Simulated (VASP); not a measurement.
# WC (Fm-3m) in VASP: a series of runs

Runs on WC. Level: PBEsol. Tasks: single point.

Everything below comes from runs of VASP 6.6.1. Logs are shortened: lines on timing, memory, paths and dates and some standing lists are left out, and cuts for length are marked.

### 1 The cell of the first run

Symmetry: Fm-3m, No. 225, cubic system. Conventional cell: a = 4.443 Å, b = 4.443 Å, c = 4.443 Å, α = 90.00°, β = 90.00°, γ = 90.00°. W (site symmetry m-3m) has 6 C at 2.22 Å within 2.9 Å. C (site symmetry m-3m) has 6 W at 2.22 Å within 2.9 Å.

### 2 Single point, PBEsol

The input, INCAR:

```
SYSTEM = WC
PREC = Accurate
ENCUT = 520
EDIFF = 1E-7
ISMEAR = 1
SIGMA = 0.1
LREAL = .FALSE.
LASPH = .TRUE.
NELM = 60
ALGO = Normal
ISIF = 2
LWAVE = .FALSE.
LCHARG = .FALSE.
GGA = PS
NBANDS = 16
```

The input, KPOINTS:

```
regular mesh
0
G
  11 11 11
  0 0 0
```

The input, POSCAR:

```
WC
1.0
    0.0000000000      2.2215343616      2.2215343616
    2.2215343616      0.0000000000      2.2215343616
    2.2215343616      2.2215343616      0.0000000000
W C
1 1
Direct
    0.0000000000      0.0000000000      0.0000000000
    0.5000000000      0.5000000000      0.5000000000
```

Potentials or basis: VASP PAW PBE potentials, release 64 (W_sv, C).

On the command line:

```bash
cat potpaw_PBE.64/W_sv/POTCAR potpaw_PBE.64/C/POTCAR > POTCAR
mpirun -np 1 vasp_std > vasp.out
```

OUTCAR:

```text
SYSTEM = WC
   PREC = Accurate
   ENCUT = 520
   EDIFF = 1E-7
   ISMEAR = 1
   LREAL = .FALSE.
   LASPH = .TRUE.
   NELM = 60
   ISIF = 2
   GGA = PS

 ion  position               nearest neighbor table
   1  0.000  0.000  0.000-   2 2.22   2 2.22   2 2.22   2 2.22   2 2.22   2 2.22
   2  0.500  0.500  0.500-   1 2.22   1 2.22   1 2.22   1 2.22   1 2.22   1 2.22

  LATTYP: Found a face centered cubic cell.
 ALAT       =     4.4430687232

  Lattice vectors:

 A1 = (   0.0000000000,   2.2215343616,   2.2215343616)
 A2 = (   2.2215343616,   0.0000000000,   2.2215343616)
 A3 = (   2.2215343616,   2.2215343616,   0.0000000000)

Analysis of symmetry for initial positions (statically):
=====================================================================
 Subroutine PRICEL returns:
 Original cell was already a primitive cell.

 Routine SETGRP: Setting up the symmetry group for a
 face centered cubic supercell.

 Subroutine GETGRP returns: Found 48 space group operations
 (whereof 48 operations were pure point group operations)
 out of a pool of 48 trial point group operations.

The static configuration has the point symmetry O_h .

Analysis of symmetry for dynamics (positions and initial velocities):
=====================================================================
 Subroutine PRICEL returns:
 Original cell was already a primitive cell.

 Routine SETGRP: Setting up the symmetry group for a
 face centered cubic supercell.

 Subroutine GETGRP returns: Found 48 space group operations
 (whereof 48 operations were pure point group operations)
 out of a pool of 48 trial point group operations.

The dynamic configuration has the point symmetry O_h .

 Subroutine INISYM returns: Found 48 space group operations
 (whereof 48 operations are pure point group operations),
 and found     1 'primitive' translations

----------------------------------------------------------------------------------------

                                     Primitive cell

  volume of cell :      21.9275

  direct lattice vectors                    reciprocal lattice vectors
     0.000000000  2.221534362  2.221534362    -0.225069667  0.225069667  0.225069667
     2.221534362  0.000000000  2.221534362     0.225069667 -0.225069667  0.225069667
     2.221534362  2.221534362  0.000000000     0.225069667  0.225069667 -0.225069667

  length of vectors
     3.141724023  3.141724023  3.141724023     0.389832099  0.389832099  0.389832099

  position of ions in fractional coordinates (direct lattice)
     0.000000000  0.000000000  0.000000000
     0.500000000  0.500000000  0.500000000

[... 77 lines left out ...]
   LREAL  =      F    real-space projection
   EDIFFG = 0.1E-05   stopping-criterion for IOM
   NSW    =      0    number of steps for IOM
   IBRION =     -1    ionic relax: 0-MD 1-quasi-New 2-CG
   NFREE  =      0    steps in history (QN), initial steepest desc. (CG)
   ISIF   =      2    stress and relaxation
   ISYM   =      2    0-nonsym 1-usesym 2-fastsym
   POTIM  = 0.5000    time-step for ionic-motion
   TEBEG  =    0.0;   TEEND  =   0.0 temperature during run
   PSTRESS=    0.0 pullay stress
   NELECT =      18.0000    total number of electrons
   NUPDOWN=      -1.0000    fix difference up-down
   EMIN   =  10.00;   EMAX   =-10.00  energy-range for DOS
   EFERMI =   0.00;   METHOD = LEGACY
   ISMEAR =     1;   SIGMA  =   0.10  broadening in eV -4-tet -1-fermi 0-gaus
   EFERMI_NEDOS =   21; number of points for ismear=-14 and -15
   IALGO  =     38    algorithm
   IMIX   =      4    mixing-type and parameters
     AMIX     =   0.40;   BMIX     =  1.00
     AMIX_MAG =   1.60;   BMIX_MAG =  1.00
  volume/ion in A,a.u.               =      10.96        73.99
  Fermi-wavevector in a.u.,A,eV,Ry     =   1.532860  2.896686 31.969083  2.349661
  Thomas-Fermi vector in A             =   2.640008
   LORBIT       =      0    0 simple, 1 ext, 2 COOP (PROOUT), +10 PAW based schemes
   GGA     = PS    functional components
   LHFCALC =     F    Hartree Fock is set to
   AEXX    =    0.0000 exact exchange contribution
   IVDW    =     0    specifies the selected vdW correction
   LEPSILON=     F    determine dielectric tensor
   LRPA    =     F    only Hartree local field effects (RPA)
 non-spin polarized calculation
 Methfessel and Paxton  Order N= 1 SIGMA  =   0.10
  energy-cutoff  :      520.00
  volume of cell :       21.93
 maximum number of plane-waves:       609
   NGX = 11   NGY = 11   NGZ = 11

 number of electron      18.0000003 magnetization

 Free energy of the ion-electron system (eV)
  ---------------------------------------------------
  ext. energy  EPLUGINS =         0.00000000
  ---------------------------------------------------
  free energy    TOTEN  =       -22.88695945 eV

  energy without entropy =      -22.88721308  energy(sigma->0) =      -22.88704400

 E-fermi :  11.6572     XC(G=0): -13.6257

 val. band max:       11.6416420990   @ k =  -0.2727   0.4545   0.1818
 cond. band min:      11.6684339947   @ k =   0.4545   0.0909   0.0000
 fundamental gap:      0.0267918957
 Fermi energy:        11.6571545298

 k-point     1 :       0.0000    0.0000    0.0000
  band No.  band energies     occupation
      1     -63.7391      2.00000
      2     -27.7368      2.00000
      3     -27.7368      2.00000
      4     -27.7368      2.00000
      5      -3.7715      2.00000
      6       9.0426      2.00000
[... 433 lines left out ...]
      3     -27.8517      2.00000
      4     -27.7626      2.00000
      5      -1.7317      2.00000
      6       5.0387      2.00000
[... 8 lines left out ...]
     15      24.1231      0.00000
     16      24.8463      0.00000

 [... further k-points ...]

------------------------ aborting loop because EDIFF is reached ----------------------------------------

  FORCE on cell =-STRESS in cart. coord.  units (eV):
  Direction    XX          YY          ZZ          XY          YZ          ZX
  --------------------------------------------------------------------------------------
  -------------------------------------------------------------------------------------
  Total       -2.9557113     -2.9557113     -2.9557113      0.0000000      0.0000000      0.0000000
  in kB     -215.9650592   -215.9650592   -215.9650592      0.0000000      0.0000000      0.0000000
  external PRESSURE =    -215.9650592 kB  Pullay stress =       0.0000000 kB

 VOLUME and BASIS-vectors are now :
 -----------------------------------------------------------------------------
  energy-cutoff  :      520.00
  volume of cell :       21.93
      direct lattice vectors                 reciprocal lattice vectors
     0.000000000  2.221534362  2.221534362    -0.225069667  0.225069667  0.225069667
     2.221534362  0.000000000  2.221534362     0.225069667 -0.225069667  0.225069667
     2.221534362  2.221534362  0.000000000     0.225069667  0.225069667 -0.225069667

 POSITION                                       TOTAL-FORCE (eV/Angst)
 -----------------------------------------------------------------------------------
      0.00000      0.00000      0.00000        -0.000000      0.000000     -0.000000
      2.22153      2.22153      2.22153         0.000000      0.000000      0.000000
 -----------------------------------------------------------------------------------
    total drift:                                0.000000     -0.000000     -0.000000

  FREE ENERGIE OF THE ION-ELECTRON SYSTEM (eV)
  ---------------------------------------------------
  free  energy   TOTEN  =       -22.8869594544 eV

  energy  without entropy=      -22.8872130808  energy(sigma->0) =      -22.88704400
```

OSZICAR:

```text
N       E                     dE             d eps       ncg     rms          rms(c)
DAV:   1     0.105311203100E+03    0.10531E+03   -0.92649E+03  1800   0.124E+03
DAV:   2    -0.231534948630E+02   -0.12846E+03   -0.12379E+03  2168   0.331E+02
DAV:   3    -0.261675578491E+02   -0.30141E+01   -0.29959E+01  1984   0.478E+01
DAV:   4    -0.261827924517E+02   -0.15235E-01   -0.15234E-01  2288   0.390E+00
DAV:   5    -0.261829129400E+02   -0.12049E-03   -0.12049E-03  1992   0.327E-01    0.288E+01
DAV:   6    -0.230322033485E+02    0.31507E+01   -0.83594E+00  2192   0.268E+01    0.720E+00
DAV:   7    -0.229227825683E+02    0.10942E+00   -0.52548E-01  1904   0.563E+00    0.590E+00
DAV:   8    -0.228888096234E+02    0.33973E-01   -0.99814E-02  2016   0.262E+00    0.113E+00
DAV:   9    -0.228871129330E+02    0.16967E-02   -0.38397E-03  1904   0.627E-01    0.123E-01
DAV:  10    -0.228869605177E+02    0.15242E-03   -0.46550E-04  2192   0.234E-01    0.289E-02
DAV:  11    -0.228869607434E+02   -0.22567E-06   -0.23488E-05  2056   0.418E-02    0.257E-02
DAV:  12    -0.228869594885E+02    0.12549E-05   -0.26541E-06  1952   0.109E-02    0.633E-03
DAV:  13    -0.228869594544E+02    0.34119E-07   -0.21556E-07  1952   0.364E-03
   1 F= -.22886959E+02 E0= -.22887044E+02  d E =0.253626E-03
```

stdout:

```text
POSCAR found type information on POSCAR W C
 POSCAR found :  2 types and       2 ions
 scaLAPACK will be used
 -----------------------------------------------------------------------------
|                                                                             |
|                                                                             |
|     You enforced a specific xc type in the INCAR file but a different       |
|     I HOPE YOU KNOW WHAT YOU ARE DOING!                                     |
|                                                                             |
 -----------------------------------------------------------------------------

 LDA part: xc-table for (Slater+PW92), standard interpolation
 POSCAR, INCAR and KPOINTS ok, starting setup
 FFT: planning ... GRIDC
 FFT: planning ... GRID_SOFT
 FFT: planning ... GRID
 WAVECAR not read
 entering main loop
```

Run time: 10 s. Hardware: 1 thread of Intel Xeon Platinum 8488C (Sapphire Rapids), shared host; peak memory 0.15 GiB.

Results:

```
Free energy            : -22.8870 eV
Pressure               : -21.6 GPa
Band gap on the k mesh : zero (band 9 reaches 12.52 eV, above the bottom of band 10 at 9.63 eV)
```

Caveat: the PAW data sets were made with another functional, which shifts forces and pressure a little; spin-orbit coupling is left out, which moves the levels of the heavy elements.

### 3 Single point, PBEsol

This run uses another cell than the first one, of 11.28 Å³/atom, 1.029 times its volume.

The input, INCAR:

```
SYSTEM = WC
PREC = Accurate ; ENCUT = 520
EDIFF = 1E-6 ; ISMEAR = 1
SIGMA = 0.1 ; LREAL = .FALSE.
LASPH = .TRUE. ; NELM = 60
ALGO = Normal ; ISIF = 2
LWAVE = .FALSE. ; LCHARG = .FALSE.
GGA = PS ; NBANDS = 16
```

The input, KPOINTS:

```
Automatic mesh
0
G
  11 11 11
  0 0 0
```

The input, POSCAR:

```
WC
1.0
    0.0000000000      2.2426931051      2.2426931051
    2.2426931051      0.0000000000      2.2426931051
    2.2426931051      2.2426931051      0.0000000000
W C
1 1
Direct
    0.0000000000      0.0000000000      0.0000000000
    0.5000000000      0.5000000000      0.5000000000
```

Potentials or basis: VASP PAW PBE potentials, release 64 (W_sv, C).

On the command line:

```bash
cat potpaw_PBE.64/W_sv/POTCAR potpaw_PBE.64/C/POTCAR > POTCAR
mpirun -np 1 vasp_std > vasp.out
```

Run time: 11 s. Hardware: 1 thread of Intel Xeon Platinum 8488C (Sapphire Rapids), shared host; peak memory 0.15 GiB.

Results (log left out):

```yaml
Free_energy: -22.7863 eV
Pressure: -29.4 GPa
Band_gap_on_the_k_mesh: zero (band 9 reaches 12.06 eV, above the bottom of band 10 at 9.29 eV)
```

Levels at points of the mesh, in eV from the Fermi level:
```tsv
k point	band 5	band 6	band 7	band 8	band 9	band 10	band 11	band 12	band 13	band 14
(0.00, 0.00, 0.00)	-15.18	-2.51	-2.51	-2.51	-0.91	-0.91	-0.89	-0.89	-0.89	5.79
```

Caveat: the PAW data sets were made with another functional, which shifts forces and pressure a little; spin-orbit coupling is left out, which moves the levels of the heavy elements.
